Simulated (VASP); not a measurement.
# SiNi (Pmmn) in VASP: electric field gradients with PBE

Aim: the electric field gradients of SiNi with PBE.

All numbers are computed with VASP 6.6.1; they aren't measurements. Logs are shortened: lines on timing, memory, paths and dates and some standing lists are left out, and cuts for length are marked.

### 1 The cell of the first run

The structure is orthorhombic, space group Pmmn (No. 59). Conventional cell: a = 3.066 Å, b = 3.317 Å, c = 4.760 Å, α = 90.00°, β = 90.00°, γ = 90.00°. Within 3.1 Å of Si (site symmetry mm2) lie 6 Ni at 2.37 to 2.43 Å and 6 Si at 2.71 to 3.07 Å. Within 3.1 Å of Ni (site symmetry mm2) lie 6 Si at 2.37 to 2.43 Å and 6 Ni at 2.70 to 3.07 Å.

### 2 Electric field gradients, PBE, collinear spin, ferromagnetic start (12.10 Å³/atom)

Contents of INCAR:

```
SYSTEM = SiNi
PREC = Accurate
ENCUT = 520
EDIFF = 1E-8
ISMEAR = -1
SIGMA = 0.05
LREAL = .FALSE.
LASPH = .TRUE.
NELM = 150
ALGO = Normal
ISIF = 2
LWAVE = .FALSE.
LCHARG = .FALSE.
ISPIN = 2
MAGMOM = 0 0 1.5 1.5
LORBIT = 11
LMAXMIX = 4
GGA = PE
LEFG = .TRUE.
NBANDS = 26
```

Contents of KPOINTS:

```
Automatic mesh
0
G
  11 10 7
  0 0 0
```

Contents of POSCAR:

```
SiNi
1.0
    3.0664485148      0.0000000000      0.0000000000
    0.0000000000      3.3165773084      0.0000000000
    0.0000000000      0.0000000000      4.7595797209
Si Ni
2 2
Direct
    0.5000000000      0.5000000000      0.8423000000
    0.0000000000      0.0000000000      0.1577000000
    0.5000000000      0.5000000000      0.3442200000
    0.0000000000      0.0000000000      0.6557800000
```

Potentials or basis: VASP PAW PBE potentials, release 64 (Si, Ni).

Run with:

```sh
cat potpaw_PBE.64/Si/POTCAR potpaw_PBE.64/Ni/POTCAR > POTCAR
mpirun -np 1 vasp_std > vasp.out
```

OUTCAR:

```text
SYSTEM = SiNi
   PREC = Accurate
   ENCUT = 520
   EDIFF = 1E-8
   ISMEAR = -1
   LREAL = .FALSE.
   LASPH = .TRUE.
   NELM = 150
   ISIF = 2
   ISPIN = 2
   LORBIT = 11
   GGA = PE

 ion  position               nearest neighbor table
   1  0.500  0.500  0.842-   3 2.37   3 2.39   4 2.43   4 2.43   4 2.43   4 2.43   2 2.71   2 2.71
                             2 2.71   2 2.71
   2  0.000  0.000  0.158-   4 2.37   4 2.39   3 2.43   3 2.43   3 2.43   3 2.43   1 2.71   1 2.71
                             1 2.71   1 2.71
   3  0.500  0.500  0.344-   1 2.37   1 2.39   2 2.43   2 2.43   2 2.43   2 2.43   4 2.70   4 2.70
                             4 2.70   4 2.70
   4  0.000  0.000  0.656-   2 2.37   2 2.39   1 2.43   1 2.43   1 2.43   1 2.43   3 2.70   3 2.70
                             3 2.70   3 2.70

  LATTYP: Found a simple orthorhombic cell.
 ALAT       =     3.0664485148
 B/A-ratio  =     1.0815695396
 C/A-ratio  =     1.5521472798

  Lattice vectors:

 A1 = (   3.0664485148,   0.0000000000,   0.0000000000)
 A2 = (   0.0000000000,   3.3165773084,   0.0000000000)
 A3 = (   0.0000000000,   0.0000000000,   4.7595797209)

Analysis of symmetry for initial positions (statically):
=====================================================================
 Subroutine PRICEL returns:
 Original cell was already a primitive cell.

 Routine SETGRP: Setting up the symmetry group for a
 simple orthorhombic supercell.

 Subroutine GETGRP returns: Found  8 space group operations
 (whereof  4 operations were pure point group operations)
 out of a pool of  8 trial point group operations.

The static configuration has the point symmetry C_2v.
 The point group associated with its full space group is D_2h.

Analysis of symmetry for dynamics (positions and initial velocities):
=====================================================================
 Subroutine PRICEL returns:
 Original cell was already a primitive cell.

 Routine SETGRP: Setting up the symmetry group for a
 simple orthorhombic supercell.

 Subroutine GETGRP returns: Found  8 space group operations
 (whereof  4 operations were pure point group operations)
 out of a pool of  8 trial point group operations.

The dynamic configuration has the point symmetry C_2v.
 The point group associated with its full space group is D_2h.

Analysis of structural, dynamic, and magnetic symmetry:
=====================================================================
 Subroutine PRICEL returns:
 Original cell was already a primitive cell.

 Routine SETGRP: Setting up the symmetry group for a
 simple orthorhombic supercell.

 Subroutine GETGRP returns: Found  8 space group operations
 (whereof  4 operations were pure point group operations)
 out of a pool of  8 trial point group operations.

The overall configuration has the point symmetry C_2v.
 The point group associated with its full space group is D_2h.

 Subroutine INISYM returns: Found  8 space group operations
 (whereof  4 operations are pure point group operations),
 and found     1 'primitive' translations

----------------------------------------------------------------------------------------

                                     Primitive cell

  volume of cell :      48.4055

  direct lattice vectors                    reciprocal lattice vectors
     3.066448515  0.000000000  0.000000000     0.326110155  0.000000000  0.000000000
     0.000000000  3.316577308  0.000000000     0.000000000  0.301515661  0.000000000
     0.000000000  0.000000000  4.759579721     0.000000000  0.000000000  0.210102584

  length of vectors
     3.066448515  3.316577308  4.759579721     0.326110155  0.301515661  0.210102584

  position of ions in fractional coordinates (direct lattice)
     0.500000000  0.500000000  0.842300000
     0.000000000  0.000000000  0.157700000
     0.500000000  0.500000000  0.344220000
     0.000000000  0.000000000  0.655780000

  ion indices of the primitive-cell ions
   primitive index   ion index
                 1           1
                 2           2
[... 91 lines left out ...]
   IALGO  =     38    algorithm
   IMIX   =      4    mixing-type and parameters
     AMIX     =   0.40;   BMIX     =  1.00
     AMIX_MAG =   1.60;   BMIX_MAG =  1.00
  volume/ion in A,a.u.               =      12.10        81.66
  Fermi-wavevector in a.u.,A,eV,Ry     =   1.364047  2.577675 25.315334  1.860625
  Thomas-Fermi vector in A             =   2.490397
   LORBIT       =     11    0 simple, 1 ext, 2 COOP (PROOUT), +10 PAW based schemes
   GGA     = PE    functional components
   LHFCALC =     F    Hartree Fock is set to
   AEXX    =    0.0000 exact exchange contribution
   IVDW    =     0    specifies the selected vdW correction
   LEPSILON=     F    determine dielectric tensor
   LRPA    =     F    only Hartree local field effects (RPA)
 spin polarized calculation
  energy-cutoff  :      520.00
  volume of cell :       48.41
 maximum number of plane-waves:      1317
 NGX is ok and might be reduce to    24
   NGX = 11   NGY = 13   NGZ = 17

 number of electron      28.0000008 magnetization       0.0000659

 number of electron      28.0000008 magnetization      -0.0000064

 Free energy of the ion-electron system (eV)
  ---------------------------------------------------
  ext. energy  EPLUGINS =         0.00000000
  ---------------------------------------------------
  free energy    TOTEN  =       -23.57927206 eV

  energy without entropy =      -23.56748445  energy(sigma->0) =      -23.57337826

 E-fermi :  10.6435     XC(G=0): -12.2627

 val. band max:       10.6416875770   @ k =   0.1818   0.1000   0.2857
 cond. band min:      10.6486873276   @ k =   0.2727   0.1000   0.4286
 fundamental gap:      0.0069997507
 Fermi energy:        10.6435050861

 spin component 1

 k-point     1 :       0.0000    0.0000    0.0000
  band No.  band energies     occupation
      1      -2.7870      1.00000
      2       2.7978      1.00000
      3       4.4908      1.00000
      4       6.8064      1.00000
      5       7.3389      1.00000
      6       7.8687      1.00000
[... 685 lines left out ...]
     25      26.1429      0.00000
     26      26.7551      0.00000

 [... further k-points ...]

 spin component 2

 k-point     1 :       0.0000    0.0000    0.0000
  band No.  band energies     occupation
      1      -2.7870      1.00000
      2       2.7978      1.00000
      3       4.4908      1.00000
      4       6.8064      1.00000
      5       7.3389      1.00000
      6       7.8687      1.00000
[... 685 lines left out ...]
     25      26.1429      0.00000
     26      26.7551      0.00000

 [... further k-points ...]

------------------------ aborting loop because EDIFF is reached ----------------------------------------

  FORCE on cell =-STRESS in cart. coord.  units (eV):
  Direction    XX          YY          ZZ          XY          YZ          ZX
  --------------------------------------------------------------------------------------
  -------------------------------------------------------------------------------------
  Total       -1.4763495     -1.6719468     -1.8446195      0.0000000      0.0000000      0.0000000
  in kB      -48.8658379    -55.3399334    -61.0552430      0.0000000      0.0000000      0.0000000
  external PRESSURE =     -55.0870047 kB  Pullay stress =       0.0000000 kB

 VOLUME and BASIS-vectors are now :
 -----------------------------------------------------------------------------
  energy-cutoff  :      520.00
  volume of cell :       48.41
      direct lattice vectors                 reciprocal lattice vectors
     3.066448515  0.000000000  0.000000000     0.326110155  0.000000000  0.000000000
     0.000000000  3.316577308  0.000000000     0.000000000  0.301515661  0.000000000
     0.000000000  0.000000000  4.759579721     0.000000000  0.000000000  0.210102584

 POSITION                                       TOTAL-FORCE (eV/Angst)
 -----------------------------------------------------------------------------------
      1.53322      1.65829      4.00899         0.000000      0.000000      0.015754
      0.00000      0.00000      0.75059         0.000000      0.000000     -0.015754
      1.53322      1.65829      1.63834         0.000000      0.000000     -0.205318
      0.00000      0.00000      3.12124         0.000000      0.000000      0.205318
 -----------------------------------------------------------------------------------
    total drift:                                0.000000      0.000000      0.000000

  FREE ENERGIE OF THE ION-ELECTRON SYSTEM (eV)
  ---------------------------------------------------
  free  energy   TOTEN  =       -23.5792720644 eV

  energy  without entropy=      -23.5674844503  energy(sigma->0) =      -23.57337826

 Electric field gradients (V/A^2)
---------------------------------------------------------------------
 ion       V_xx      V_yy      V_zz      V_xy      V_xz      V_yz
---------------------------------------------------------------------
   1      24.333     8.944   -33.277     0.000     0.000     0.000
   2      24.333     8.944   -33.277    -0.000     0.000     0.000
   3       3.851     7.648   -11.500    -0.000    -0.000    -0.000
   4       3.851     7.648   -11.500    -0.000    -0.000     0.000
---------------------------------------------------------------------

 Electric field gradients after diagonalization (V/A^2)
 (convention: |V_zz| > |V_xx| > |V_yy|)
----------------------------------------------------------------------
 ion       V_xx      V_yy      V_zz     asymmetry (V_yy - V_xx)/ V_zz
----------------------------------------------------------------------
   1      24.333     8.944   -33.277       0.462
   2      24.333     8.944   -33.277       0.462
   3       7.648     3.851   -11.500       0.330
   4       7.648     3.851   -11.500       0.330
----------------------------------------------------------------------

           NMR quadrupolar parameters

 Cq : quadrupolar parameter    Cq=e*Q*V_zz/h
 eta: asymmetry parameters     (V_yy - V_xx)/ V_zz
 Q  : nuclear electric quadrupole moment in mb (millibarn)
----------------------------------------------------------------------
 ion       Cq(MHz)       eta       Q (mb)
----------------------------------------------------------------------
   1      -0.080       0.462       1.000
   2      -0.080       0.462       1.000
   3      -0.028       0.330       1.000
   4      -0.028       0.330       1.000
----------------------------------------------------------------------

 total charge

# of ion       s       p       d       tot
------------------------------------------
    1        0.751   0.827   0.000   1.578
    2        0.751   0.827   0.000   1.578
    3        0.456   0.556   8.439   9.451
    4        0.456   0.556   8.439   9.451
--------------------------------------------------
tot          2.415   2.767  16.878  22.060

 magnetization (x)

# of ion       s       p       d       tot
------------------------------------------
    1       -0.000  -0.000   0.000  -0.000
    2       -0.000  -0.000   0.000  -0.000
    3        0.000   0.000  -0.000  -0.000
    4        0.000   0.000  -0.000  -0.000
--------------------------------------------------
tot         -0.000  -0.000  -0.000  -0.000
```

Run time: 2.4 min. Hardware: 1 thread of Intel Xeon 6975P-C (Granite Rapids), shared host; peak memory 0.36 GiB.

Results:

- Free energy: -23.5793 eV
- Pressure: -5.5 GPa
- Largest force: 0.205 eV/Å
- Band gap on the k mesh: zero (filled and empty bands overlap)
- Net moment: 0.00 μB per cell
- Largest electric field gradient by atom: Si -33.3; Ni -11.5 V/Å²
- Valence electrons inside the program's atomic spheres: Si 1.58; Ni 9.45

Forces in eV/Å, atoms in the order of the input:
```
Si   0.000  0.000  0.016
Si   0.000  0.000 -0.016
Ni   0.000  0.000 -0.205
Ni   0.000  0.000  0.205
```

Electric field gradients, principal values (V/Å²):
| atom | least | middle | greatest (by size) |
| --- | --- | --- | --- |
| 1 Si | 8.944 | 24.333 | -33.277 |
| 2 Si | 8.944 | 24.333 | -33.277 |
| 3 Ni | 3.851 | 7.648 | -11.500 |
| 4 Ni | 3.851 | 7.648 | -11.500 |

Caveat: the cell stands under tension; the moments typed at the start vanished in this run; without QUAD_EFG the Cq values of the log hold for a quadrupole moment of 1 mb, not for the nuclei.
